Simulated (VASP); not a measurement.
# MgS (Fm-3m) in VASP: settings compared

MgS is run at these levels: HSE06, PBEsol, r2SCAN; tasks: single point.

Program: VASP 6.6.1. These are calculated values, not measurements. Logs are shortened: lines on timing, memory, paths and dates and some standing lists are left out, and cuts for length are marked.

### Step 1. The cell of the first run

It takes space group Fm-3m (No. 225, cubic). Conventional cell: a = 5.182 Å, b = 5.182 Å, c = 5.182 Å, α = 90.00°, β = 90.00°, γ = 90.00°. Within 3.4 Å of S (site symmetry m-3m) lie 6 Mg at 2.59 Å. Within 3.4 Å of Mg (site symmetry m-3m) lie 6 S at 2.59 Å.

### Step 2. Single point, HSE06

The input, POSCAR:

```
MgS
1.0
   10.3639610000      0.0000000000      0.0000000000
    0.0000000000     10.3639610000      0.0000000000
    0.0000000000      0.0000000000     10.3639610000
S Mg
32 32
Direct
    0.2500000000      0.0000000000      0.0000000000
    0.2500000000      0.0000000000      0.5000000000
    0.2500000000      0.5000000000      0.0000000000
    0.2500000000      0.5000000000      0.5000000000
    0.7500000000      0.0000000000      0.0000000000
    0.7500000000      0.0000000000      0.5000000000
    0.7500000000      0.5000000000      0.0000000000
    0.7500000000      0.5000000000      0.5000000000
    0.0000000000      0.2500000000      0.0000000000
    0.0000000000      0.2500000000      0.5000000000
    0.0000000000      0.7500000000      0.0000000000
    0.0000000000      0.7500000000      0.5000000000
    0.5000000000      0.2500000000      0.0000000000
    0.5000000000      0.2500000000      0.5000000000
    0.5000000000      0.7500000000      0.0000000000
    0.5000000000      0.7500000000      0.5000000000
    0.0000000000      0.0000000000      0.2500000000
    0.0000000000      0.0000000000      0.7500000000
    0.0000000000      0.5000000000      0.2500000000
    0.0000000000      0.5000000000      0.7500000000
    0.5000000000      0.0000000000      0.2500000000
    0.5000000000      0.0000000000      0.7500000000
    0.5000000000      0.5000000000      0.2500000000
    0.5000000000      0.5000000000      0.7500000000
    0.2500000000      0.2500000000      0.2500000000
    0.2500000000      0.2500000000      0.7500000000
    0.2500000000      0.7500000000      0.2500000000
    0.2500000000      0.7500000000      0.7500000000
    0.7500000000      0.2500000000      0.2500000000
    0.7500000000      0.2500000000      0.7500000000
    0.7500000000      0.7500000000      0.2500000000
    0.7500000000      0.7500000000      0.7500000000
    0.0000000000      0.0000000000      0.0000000000
    0.0000000000      0.0000000000      0.5000000000
    0.0000000000      0.5000000000      0.0000000000
    0.0000000000      0.5000000000      0.5000000000
    0.5000000000      0.0000000000      0.0000000000
    0.5000000000      0.0000000000      0.5000000000
    0.5000000000      0.5000000000      0.0000000000
    0.5000000000      0.5000000000      0.5000000000
    0.2500000000      0.2500000000      0.0000000000
    0.2500000000      0.2500000000      0.5000000000
    0.2500000000      0.7500000000      0.0000000000
    0.2500000000      0.7500000000      0.5000000000
    0.7500000000      0.2500000000      0.0000000000
    0.7500000000      0.2500000000      0.5000000000
    0.7500000000      0.7500000000      0.0000000000
    0.7500000000      0.7500000000      0.5000000000
    0.2500000000      0.0000000000      0.2500000000
    0.2500000000      0.0000000000      0.7500000000
    0.2500000000      0.5000000000      0.2500000000
    0.2500000000      0.5000000000      0.7500000000
    0.7500000000      0.0000000000      0.2500000000
    0.7500000000      0.0000000000      0.7500000000
    0.7500000000      0.5000000000      0.2500000000
    0.7500000000      0.5000000000      0.7500000000
    0.0000000000      0.2500000000      0.2500000000
    0.0000000000      0.2500000000      0.7500000000
    0.0000000000      0.7500000000      0.2500000000
    0.0000000000      0.7500000000      0.7500000000
    0.5000000000      0.2500000000      0.2500000000
    0.5000000000      0.2500000000      0.7500000000
    0.5000000000      0.7500000000      0.2500000000
    0.5000000000      0.7500000000      0.7500000000
```

The input, INCAR.step1:

```
  ALGO = Normal
  EDIFF = 1E-5
  ENCUT = 520
  GGA = PE
  ISIF = 2
  ISMEAR = -1
  LASPH = True
  LCHARG = False
  LREAL = Auto
  LUSENCCL = False
  LWAVE = True
  NBANDS = 166
  NELM = 100
  PREC = Accurate
  SIGMA = 0.05
```

The input, INCAR.step2:

```
  ALGO = Normal
  EDIFF = 1E-6
  ENCUT = 520
  GGA = PE
  HFSCREEN = 0.2079
  ISIF = 2
  ISMEAR = -1
  ISTART = 1
  LASPH = True
  LCHARG = False
  LHFCALC = True
  LREAL = Auto
  LUSENCCL = False
  LWAVE = False
  NBANDS = 166
  NELM = 100
  PREC = Accurate
  PRECFOCK = Fast
  SIGMA = 0.05
```

The input, KPOINTS:

```
k-points
0
Gamma
  1 1 1
```

Potentials or basis: VASP PAW PBE potentials, release 64 (S, Mg).

The run is started by

```
cat potpaw_PBE.64/S/POTCAR potpaw_PBE.64/Mg/POTCAR > POTCAR
cp INCAR.step1 INCAR
mpirun -np 1 vasp_gam > vasp.out
cp INCAR.step2 INCAR
mpirun -np 1 vasp_gam > vasp.out
```

OUTCAR:

```text
EDIFF = 1E-6
   ENCUT = 520
   GGA = PE
   HFSCREEN = 0.2079
   ISIF = 2
   ISMEAR = -1
   ISTART = 1
   LASPH = True
   LHFCALC = True
   LREAL = Auto
   NELM = 100
   PREC = Accurate
   PRECFOCK = Fast

 ion  position               nearest neighbor table
   1  0.250  0.000  0.000-  33 2.59  37 2.59  41 2.59  43 2.59  49 2.59  50 2.59
   2  0.250  0.000  0.500-  34 2.59  38 2.59  42 2.59  44 2.59  49 2.59  50 2.59
   3  0.250  0.500  0.000-  35 2.59  39 2.59  41 2.59  43 2.59  51 2.59  52 2.59
   4  0.250  0.500  0.500-  36 2.59  40 2.59  42 2.59  44 2.59  51 2.59  52 2.59
   5  0.750  0.000  0.000-  33 2.59  37 2.59  45 2.59  47 2.59  53 2.59  54 2.59
   6  0.750  0.000  0.500-  34 2.59  38 2.59  46 2.59  48 2.59  53 2.59  54 2.59
[... 56 lines left out ...]
  63  0.500  0.750  0.250-  15 2.59  16 2.59  21 2.59  23 2.59  27 2.59  31 2.59
  64  0.500  0.750  0.750-  15 2.59  16 2.59  22 2.59  24 2.59  28 2.59  32 2.59

  LATTYP: Found a simple cubic cell.
 ALAT       =    10.3639610000

  Lattice vectors:

 A1 = (  10.3639610000,   0.0000000000,   0.0000000000)
 A2 = (   0.0000000000,  10.3639610000,   0.0000000000)
 A3 = (   0.0000000000,   0.0000000000,  10.3639610000)

Analysis of symmetry for initial positions (statically):
=====================================================================
 Subroutine PRICEL returns following result:

  LATTYP: Found a face centered cubic cell.
 ALAT       =     5.1819805000

  Lattice vectors:

 A1 = (   2.5909902500,  -2.5909902500,   0.0000000000)
 A2 = (   2.5909902500,   0.0000000000,   2.5909902500)
 A3 = (   0.0000000000,  -2.5909902500,   2.5909902500)

  32 primitive cells build up your supercell.

 Routine SETGRP: Setting up the symmetry group for a
 simple cubic supercell.

 Subroutine GETGRP returns: Found 48 space group operations
 (whereof 48 operations were pure point group operations)
 out of a pool of 48 trial point group operations.

The static configuration has the point symmetry O_h .

Analysis of symmetry for dynamics (positions and initial velocities):
=====================================================================
 Subroutine PRICEL returns following result:

  LATTYP: Found a face centered cubic cell.
 ALAT       =     5.1819805000

  Lattice vectors:

 A1 = (   2.5909902500,  -2.5909902500,   0.0000000000)
 A2 = (   2.5909902500,   0.0000000000,   2.5909902500)
 A3 = (   0.0000000000,  -2.5909902500,   2.5909902500)

  32 primitive cells build up your supercell.

 Routine SETGRP: Setting up the symmetry group for a
 simple cubic supercell.

 Subroutine GETGRP returns: Found 48 space group operations
 (whereof 48 operations were pure point group operations)
 out of a pool of 48 trial point group operations.

The dynamic configuration has the point symmetry O_h .

 Subroutine INISYM returns: Found 48 space group operations
 (whereof 48 operations are pure point group operations),
 and found    32 'primitive' translations

----------------------------------------------------------------------------------------

                                     Primitive cell

  volume of cell :      34.7878

  direct lattice vectors                    reciprocal lattice vectors
     2.590990250 -2.590990250  0.000000000     0.192976411 -0.192976411 -0.192976411
     2.590990250  0.000000000  2.590990250     0.192976411  0.192976411  0.192976411
     0.000000000 -2.590990250  2.590990250    -0.192976411 -0.192976411  0.192976411

  length of vectors
     3.664213552  3.664213552  3.664213552     0.334244949  0.334244949  0.334244949

  position of ions in fractional coordinates (direct lattice)
     0.500000000  0.500000000  0.500000000
     0.000000000  0.000000000  0.000000000

  ion indices of the primitive-cell ions
   primitive index   ion index
                 1           1
                 2          33

----------------------------------------------------------------------------------------

 KPOINTS: k-points

Automatic generation of k-mesh.
 Grid dimensions read from file:
 generate k-points for:    1    1    1

 Generating k-lattice:

  Cartesian coordinates                     Fractional coordinates (reciprocal lattice)
     0.096488206  0.000000000  0.000000000     1.000000000  0.000000000  0.000000000
     0.000000000  0.096488206  0.000000000     0.000000000  1.000000000  0.000000000
     0.000000000  0.000000000  0.096488206     0.000000000  0.000000000  1.000000000

  Length of vectors
     0.096488206  0.096488206  0.096488206

  Shift w.r.t. Gamma in fractional coordinates (k-lattice)
     0.000000000  0.000000000  0.000000000

 Subroutine IBZKPT returns following result:
 ===========================================

 Found      1 irreducible k-points:

 Following reciprocal coordinates:
            Coordinates               Weight
  0.000000  0.000000  0.000000      1.000000
   k-points           NKPTS =      1   k-points in BZ     NKDIM =      1   number of bands    NBANDS=    166
   number of dos      NEDOS =    301   number of ions     NIONS =     64
   total plane-waves  NPLWV = 512000
   dimension x,y,z NGX =    80 NGY =   80 NGZ =   80
   dimension x,y,z NGXF=   160 NGYF=  160 NGZF=  160
   ions per type =              32  32
   NGX,Y,Z   is equivalent  to a cutoff of  12.83, 12.83, 12.83 a.u.
   NGXF,Y,Z  is equivalent  to a cutoff of  25.67, 25.67, 25.67 a.u.
 SYSTEM =  unknown system
   PREC   = accura    normal or accurate (medium, high low for compatibility)
   ISTART =      1    job   : 0-new  1-cont  2-samecut
   ICHARG =      0    charge: 1-file 2-atom 10-const
   ISPIN  =      1    spin polarized calculation?
   LNONCOLLINEAR =      F non collinear calculations
   LSORBIT =      F    spin-orbit coupling
   LASPH  =      T    aspherical Exc in radial PAW
   ENCUT  =  520.0 eV  38.22 Ry    6.18 a.u.  19.27 19.27 19.27*2*pi/ulx,y,z
   NELM   =    100;   NELMIN=  2; NELMDL=  0     # of ELM steps
   EDIFF  = 0.1E-05   stopping-criterion for ELM
   LREAL  =      T    real-space projection
   EDIFFG = 0.1E-04   stopping-criterion for IOM
   NSW    =      0    number of steps for IOM
   IBRION =     -1    ionic relax: 0-MD 1-quasi-New 2-CG
   NFREE  =      0    steps in history (QN), initial steepest desc. (CG)
   ISIF   =      2    stress and relaxation
   ISYM   =      3    0-nonsym 1-usesym 2-fastsym
   POTIM  = 0.5000    time-step for ionic-motion
   TEBEG  =    0.0;   TEEND  =   0.0 temperature during run
   PSTRESS=    0.0 pullay stress
   NELECT =     256.0000    total number of electrons
   NUPDOWN=      -1.0000    fix difference up-down
   EMIN   =  10.00;   EMAX   =-10.00  energy-range for DOS
   EFERMI =   0.00;   METHOD = LEGACY
   ISMEAR =    -1;   SIGMA  =   0.05  broadening in eV -4-tet -1-fermi 0-gaus
   EFERMI_NEDOS =   21; number of points for ismear=-14 and -15
   IALGO  =     38    algorithm
   IMIX   =      1    mixing-type and parameters
     AMIX     =   0.40;   BMIX     =  1.00
     AMIX_MAG =   1.60;   BMIX_MAG =  1.00
  volume/ion in A,a.u.               =      17.39       117.38
  Fermi-wavevector in a.u.,A,eV,Ry     =   1.002988  1.895372 13.687255  1.005985
  Thomas-Fermi vector in A             =   2.135511
   LORBIT       =      0    0 simple, 1 ext, 2 COOP (PROOUT), +10 PAW based schemes
   GGA     = PE    functional components
   LHFCALC =     T    Hartree Fock is set to
   PRECFOCK=fast      Normal, Fast or Accurate (Low or Medium for compatibility)
   ENCUT4O =  -1.0   cutoff for four orbital integrals eV
   NKREDX  =     1    reduce k-point grid by
   NKREDY  =     1    reduce k-point grid by
   NKREDZ  =     1    reduce k-point grid by
   AEXX    =    0.2500 exact exchange contribution
   HFSCREEN=    0.2079 screening length (either q_TF or 0.3 A-1)
   HFSCREENC=   0.2079 screening length for correlation (either q_TF or 0.3 A-1)
   ENCUTFOCK=  -1.0 apply spherical cutoff to Coloumb kernel
   IVDW    =     0    specifies the selected vdW correction
   LEPSILON=     F    determine dielectric tensor
   LRPA    =     F    only Hartree local field effects (RPA)
 non-spin polarized calculation
  energy-cutoff  :      520.00
  volume of cell :     1113.21
 maximum number of plane-waves:     15024
 NGX is ok and might be reduce to    80
  NGX = 40; NGY = 40; NGZ = 40

 number of electron     255.9999994 magnetization

 Free energy of the ion-electron system (eV)
  ---------------------------------------------------
  ext. energy  EPLUGINS =         0.00000000
  ---------------------------------------------------
  free energy    TOTEN  =      -315.39592907 eV

  energy without entropy =     -315.39592907  energy(sigma->0) =     -315.39592907

 E-fermi :   4.4526     XC(G=0):  -8.0837

 val. band max:        3.1811775457   @ k =   0.0000   0.0000   0.0000
 cond. band min:       6.9633959165   @ k =   0.0000   0.0000   0.0000
 fundamental gap:      3.7822183707
 Fermi energy:         4.4525914382

 k-point     1 :       0.0000    0.0000    0.0000
  band No.  band energies     occupation
      1     -10.8431      2.00000
      2     -10.0180      2.00000
      3     -10.0180      2.00000
      4     -10.0180      2.00000
      5     -10.0180      2.00000
      6     -10.0180      2.00000
[... 132 lines left out ...]
    139       8.7744      0.00000
    140       9.3485      0.00000
 [bands above 140 left out]

------------------------ aborting loop because EDIFF is reached ----------------------------------------

  FORCE on cell =-STRESS in cart. coord.  units (eV):
  Direction    XX          YY          ZZ          XY          YZ          ZX
  --------------------------------------------------------------------------------------
  -------------------------------------------------------------------------------------
  Total        4.1491500      4.1491500      4.1491500      0.0000000      0.0000000     -0.0000000
  in kB        5.9716233      5.9716233      5.9716233      0.0000000      0.0000000     -0.0000000
  external PRESSURE =       5.9716233 kB  Pullay stress =       0.0000000 kB

 VOLUME and BASIS-vectors are now :
 -----------------------------------------------------------------------------
  energy-cutoff  :      520.00
  volume of cell :     1113.21
      direct lattice vectors                 reciprocal lattice vectors
    10.363961000  0.000000000  0.000000000     0.096488206  0.000000000  0.000000000
     0.000000000 10.363961000  0.000000000     0.000000000  0.096488206  0.000000000
     0.000000000  0.000000000 10.363961000     0.000000000  0.000000000  0.096488206

 POSITION                                       TOTAL-FORCE (eV/Angst)
 -----------------------------------------------------------------------------------
      2.59099      0.00000      0.00000         0.000000      0.000000     -0.000000
      2.59099      0.00000      5.18198         0.000000      0.000000     -0.000000
      2.59099      5.18198      0.00000         0.000000      0.000000     -0.000000
      2.59099      5.18198      5.18198         0.000000      0.000000     -0.000000
      7.77297      0.00000      0.00000         0.000000      0.000000     -0.000000
      7.77297      0.00000      5.18198         0.000000      0.000000     -0.000000
[... 56 lines left out ...]
      5.18198      7.77297      2.59099        -0.000000      0.000000      0.000000
      5.18198      7.77297      7.77297        -0.000000      0.000000     -0.000000
 -----------------------------------------------------------------------------------
    total drift:                               -0.000877      0.000135      0.000725

  FREE ENERGIE OF THE ION-ELECTRON SYSTEM (eV)
  ---------------------------------------------------
  free  energy   TOTEN  =      -315.3959290735 eV

  energy  without entropy=     -315.3959290735  energy(sigma->0) =     -315.39592907
```

It took 7.2 min on 1 × NVIDIA H100 80GB with 1 thread of AMD EPYC 7R13 (Zen 3), shared host; peak memory 1.7 GiB.

What came out:

```
Free energy            : -315.3959 eV
Pressure               : 0.6 GPa
Band gap on the k mesh : 3.78 eV
```

Caveat: the k points lie up to 0.61 Å⁻¹ apart; the PAW data sets were made with another functional, which shifts forces and pressure a little. A k mesh can miss the band edges.

### Step 3. Single point, PBEsol

The input, INCAR:

```
SYSTEM = MgS
PREC = Accurate ; ENCUT = 520
EDIFF = 1E-7 ; ISMEAR = -1
SIGMA = 0.05 ; LREAL = Auto
LASPH = .TRUE. ; NELM = 60
ALGO = Normal ; ISIF = 2
LWAVE = .FALSE. ; LCHARG = .FALSE.
GGA = PS ; NBANDS = 166
```

The input, KPOINTS:

```
regular mesh
0
G
  1 1 1
  0 0 0
```

POSCAR is that of step 2.

Potentials or basis: VASP PAW PBE potentials, release 64 (S, Mg).

The run is started by

```
cat potpaw_PBE.64/S/POTCAR potpaw_PBE.64/Mg/POTCAR > POTCAR
mpirun -np 1 vasp_gam > vasp.out
```

Run time: 4.8 min. Hardware: 1 thread of Intel Xeon 6975P-C, shared host; peak memory 0.92 GiB.

It converged, with:

```yaml
Free_energy: -288.7510 eV
Pressure: 0.3 GPa
Band_gap_on_the_k_mesh: 2.70 eV
```

Levels at points of the mesh, in eV from the valence-band top:
| k point | band 124 | band 125 | band 126 | band 127 | band 128 | band 129 | band 130 | band 131 | band 132 | band 133 |
| --- | --- | --- | --- | --- | --- | --- | --- | --- | --- | --- |
| (0.00, 0.00, 0.00) | -0.62 | -0.62 | 0.00 | 0.00 | 0.00 | 2.70 | 2.70 | 2.70 | 3.68 | 4.18 |

Caveat: the k points lie up to 0.61 Å⁻¹ apart; the PAW data sets were made with another functional, which shifts forces and pressure a little.

### Step 4. Single point, r2SCAN

POSCAR is that of step 3.

The input, INCAR.step1:

```
SYSTEM = MgS
ALGO = Normal ; EDIFF = 1E-4
ENCUT = 520 ; GGA = PE
ISMEAR = -1 ; LASPH = .True.
LCHARG = .False. ; LREAL = Auto
LWAVE = .True. ; NBANDS = 166
NELM = 100 ; PREC = Accurate
SIGMA = 0.05
```

The input, INCAR.step2:

```
SYSTEM = MgS
ALGO = Normal ; EDIFF = 1E-6
ENCUT = 520 ; ISIF = 2
ISMEAR = -1 ; ISTART = 1
LASPH = .True. ; LCHARG = .True.
LELF = .True. ; LMIXTAU = .True.
LREAL = Auto ; LVHAR = .True.
LWAVE = .False. ; METAGGA = R2SCAN
NBANDS = 166 ; NELM = 100
PREC = Accurate ; SIGMA = 0.05
```

The input, KPOINTS:

```
k-points
0
Gamma
  1 1 1
  0 0 0
```

The run is started by

```
cat potpaw_PBE.64/S/POTCAR potpaw_PBE.64/Mg/POTCAR > POTCAR
cp INCAR.step1 INCAR
mpirun -np 1 vasp_gam > vasp.out
cp INCAR.step2 INCAR
mpirun -np 1 vasp_gam > vasp.out
```

Run time: 19 min. Hardware: 1 thread of Intel Xeon 6975P-C, shared host; peak memory 1.1 GiB.

The run converged. Its results:

| Item | Value |
| --- | --- |
| Free energy | -495.0555 eV |
| Pressure | 0.9 GPa |
| Band gap on the k mesh | 3.44 eV |

Levels at points of the mesh, in eV from the valence-band top:
```tsv
k point	band 124	band 125	band 126	band 127	band 128	band 129	band 130	band 131	band 132	band 133
(0.00, 0.00, 0.00)	-0.64	-0.64	0.00	0.00	0.00	3.44	3.44	3.44	4.71	4.87
```

Caveat: the k points lie up to 0.61 Å⁻¹ apart; the PAW data sets were made with another functional, which shifts forces and pressure a little.

### Step 5. Summary

| level | grid for exact exchange (PRECFOCK) | screening parameter | gap on the mesh (eV) | pressure (GPa) |
| --- | --- | --- | --- | --- |
| HSE06 | Fast | 0.2079 1/Å | 3.78 | 0.6 |
| PBEsol | - | - | 2.70 | 0.3 |
| r2SCAN | - | - | 3.44 | 0.9 |

Alike in all rows: task single point; potentials or basis VASP PAW PBE potentials, release 64 (S, Mg); no spin polarisation; cell as given; k mesh 1 × 1 × 1; cutoff (eV) 520; smearing fermi-dirac 0.05 eV.

Caveats: all runs use coarse meshes; the PAW data sets were made with another functional, which shifts forces and pressure a little.

Total energies depend on the potentials used, so only differences within one code and one set of settings carry meaning.
